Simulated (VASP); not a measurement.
## Si: single point with PBE

Crystal: Si.

```
CELL_PARAMETERS angstrom
0.00000 2.69535 2.69535
2.69535 0.00000 2.69535
2.69535 2.69535 0.00000
ATOMIC_POSITIONS crystal
Si 0.75000 0.75000 0.75000
Si 0.50000 0.50000 0.50000
```

```yaml
Program: VASP 6.6.1
Task: single point
Functional: PBE
Potentials_or_basis: VASP PAW PBE potentials, release 64 (Si)
Cutoff: 500 eV
k_mesh: 6 × 6 × 6
Occupations: gaussian, width 0.01 eV
Spin: no spin polarisation
```

* Pressure: 4.3 GPa
* Band gap on the k mesh: 0.66 eV, indirect (least direct gap 2.57 eV)

Levels at points of the mesh, in eV from the valence-band top:
```csv
k point,band 1,band 2,band 3,band 4,band 5,band 6,band 7,band 8,band 9
"(0.00, 0.00, 0.00)",-12.11,0.00,0.00,0.00,2.57,2.57,2.57,3.63,7.73
"(0.50, 0.00, 0.00)",-9.72,-7.07,-1.22,-1.22,1.62,3.33,3.33,7.75,10.60
"(0.50, 0.50, 0.00)",-7.89,-7.89,-2.91,-2.91,0.66,0.66,10.31,10.31,11.04
```

It took 10 s on 1 thread of Intel(R) Xeon(R) Platinum 8375C CPU @ 2.90GHz (Ice Lake), with other jobs on the host, peak memory 0.14 GiB.

A k mesh can miss the band edges. As with any semilocal functional, this PBE gap is likely too small.
